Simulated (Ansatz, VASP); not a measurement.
# One calculation of Sb, two programs

The input INCAR:

```
PREC = Accurate
ENCUT = 520
EDIFF = 1E-8
ISMEAR = -1
SIGMA = 0.05
LREAL = F
LASPH = T
NELM = 60
ALGO = Normal
ISIF = 2
LWAVE = F
LCHARG = F
GGA = PE
LEFG = T
NBANDS = 12
```

Contents of KPOINTS:

```
regular mesh
0
Gamma
  9 9 9
```

POSCAR

```
Sb
1.0
    2.1141424358      1.2206007044      3.6805301114
   -2.1141424358      1.2206007044      3.6805301114
    0.0000000000     -2.4412014087      3.6805301114
Sb
2
Direct
    0.2336400000      0.2336400000      0.2336400000
    0.7663600000      0.7663600000      0.7663600000
```

Input for Ansatz:

```yaml
crystal:
  lattice:
    - [2.1141424358, 1.2206007044, 3.6805301114]
    - [-2.1141424358, 1.2206007044, 3.6805301114]
    - [0.0, -2.4412014087, 3.6805301114]
  atoms:
    - { symbol: Sb, position: [0.23364, 0.23364, 0.23364] }
    - { symbol: Sb, position: [0.76636, 0.76636, 0.76636] }
kpoints:
  mp_grid: { grid: [9, 9, 9] }
scf:
  occupations: { method: fermi_dirac, width: 0.05 }
hamiltonian:
  xc: pbe
  pseudopotentials: { kind: paw }
output:
  forces: true
  stress: true
  eigenvalues: true
  efg: { contact_densities: true }
```

Change from the starting cell: volume scaled by 0.95, PAW files.

Alike in both runs: task electric field gradients; functional PBE; k mesh 9 × 9 × 9; occupations fermi-dirac, width 0.05 eV; no spin polarisation.

|  | VASP | Ansatz |
| --- | --- | --- |
| version | VASP 6.6.1 | Ansatz 0.2.0 |
| potentials or method | VASP PAW PBE potentials, release 64 (Sb) | PAW with Ansatz's default frozen-core files, scalar-relativistic |
| plane-wave cutoff (eV) | 520 | 420 |
| valence electrons in the cell | 10 | 30 |

VASP gave:

- pressure (GPa): 6.9
- traceless stress, the component that is largest in VASP (GPa): -0.79
- rms of the force components (eV/Å): 0.319
- size of Vzz on the site where it differs most (V/Å²): 45.5

Task: Which values does Ansatz return?

Result: Pressure (GPa): 6.8; traceless stress, the component that is largest in VASP (GPa): -0.73; rms of the force components (eV/Å): 0.286; size of Vzz on the site where it differs most (V/Å²): 49.9.

Atom by atom the forces differ by 0.033 eV/Å (rms over components). With one functional, cell and mesh, what is left measures potentials, basis and numerics. VASP's potentials hold 10 valence electrons a cell and Ansatz's 30, so a difference there can come from the potentials and not from the codes.

Neither program's run includes spin-orbit coupling.
